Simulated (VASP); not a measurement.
A run of VASP 6.6.1 is set up as follows.

File INCAR:

```
SYSTEM = Os
PREC = Accurate
ENCUT = 520
EDIFF = 1E-8
ISMEAR = -1
SIGMA = 0.03
LREAL = .False.
LASPH = .True.
NELM = 100
ALGO = Normal
ISIF = 2
LWAVE = .False.
LCHARG = .False.
GGA = PS
LEFG = .True.
NBANDS = 10
```

KPOINTS

```
regular mesh
0
Gamma
  14 14 14
  0 0 0
```

Contents of POSCAR:

```
Os
1.0
    0.0000000000      1.9450000000      1.9255500000
    1.9450000000      0.0000000000      1.9255500000
    1.9450000000      1.9450000000      0.0000000000
Os
1
Direct
    0.0000000000      0.0000000000      0.0000000000
```

Potentials or basis: VASP PAW PBE potentials, release 64 (Os).

Launch:

```console
$ cat potpaw_PBE.64/Os/POTCAR > POTCAR
$ mpirun -np 1 vasp_std > vasp.out
```

Q: Predict the band gap on the k mesh.

A: Zero (bands 4 and 5 overlap by 3.70 eV).

Q: Predict the pressure.

A: -16.5 GPa.

Electric field gradients, principal values (V/Å²):
```tsv
atom	least	middle	greatest (by size)
1 Os	0.452	0.452	-0.904
```

Caveat: the cell differs from its parent crystal (zz strain of -1 %); the cell stands under tension; without QUAD_EFG the Cq values of the log hold for a quadrupole moment of 1 mb, not for the nuclei; the PAW data sets were made with another functional, which shifts forces and pressure a little; spin-orbit coupling is left out, which moves the levels of the heavy elements.
